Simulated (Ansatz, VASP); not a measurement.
One calculation of Ga, two programs

Contents of INCAR:

```
ALGO = Normal ; EDIFF = 1E-6
ENCUT = 520 ; GGA = CA
ISIF = 2 ; ISMEAR = -1
LASPH = True ; LCHARG = False
LREAL = False ; LWAVE = False
NBANDS = 20 ; NELM = 100
PREC = Accurate ; SIGMA = 0.1
```

File KPOINTS:

```
k-points
0
Gamma
  14 14 8
```

File POSCAR:

```
Ga
1.0
    2.9722761554      0.0000000000      0.0000000000
   -1.4861380777      2.5740666576      0.0000000000
    0.0000000000      0.0000000000      4.6925171334
Ga
2
Direct
    0.3333333333      0.6666666667      0.2500000000
    0.6666666667      0.3333333333      0.7500000000
```

Input for Ansatz:

```yaml
crystal:
  lattice:
    - [2.9722761554, 0.0, 0.0]
    - [-1.4861380777, 2.5740666576, 0.0]
    - [0.0, 0.0, 4.6925171334]
  atoms:
    - { symbol: Ga, position: [0.3333333333, 0.6666666667, 0.25] }
    - { symbol: Ga, position: [0.6666666667, 0.3333333333, 0.75] }
hamiltonian:
  xc: lda
  pseudopotentials:
    kind: paw
    azcp:
      Ga: "pseudopotentials/Ga.paw.azcp"
basis:
  ecutwfc: 420
  fft_grid_basis: typed
kpoints:
  mp_grid: { grid: [14, 14, 8], shift: [0, 0, 0] }
magnetization:
  spin_polarized: false
scf:
  occupations: { method: fermi_dirac, width: 0.1 }
  lower_state_search: "off"
output:
  stress: true
  write_density: true
  write_potential: true
  elf: true
  volumetric_format: npy
```

Alike in both runs: task single point; functional LDA; k mesh 14 × 14 × 8; occupations fermi-dirac, width 0.1 eV; no spin polarisation.

```csv
,VASP,Ansatz
version,VASP 6.6.1,Ansatz 0.2.0
potentials or method,"VASP PAW LDA potentials, release 64 (Ga_d), cutoff 520 eV","plane waves (420 eV) with PAW, scalar-relativistic"
valence electrons in the cell,26,26
```

```tsv
	VASP	Ansatz	Ansatz less VASP
pressure (GPa)	-2.1	-2.1	-0.03
traceless stress, the component that is largest in VASP (GPa)	0.15	0.15	-0.004
```

Ansatz warns that its potentials were made for another functional, while VASP's fit it. LDA's correlation is that of Perdew and Zunger in VASP and of Perdew and Wang (1992) in Ansatz.
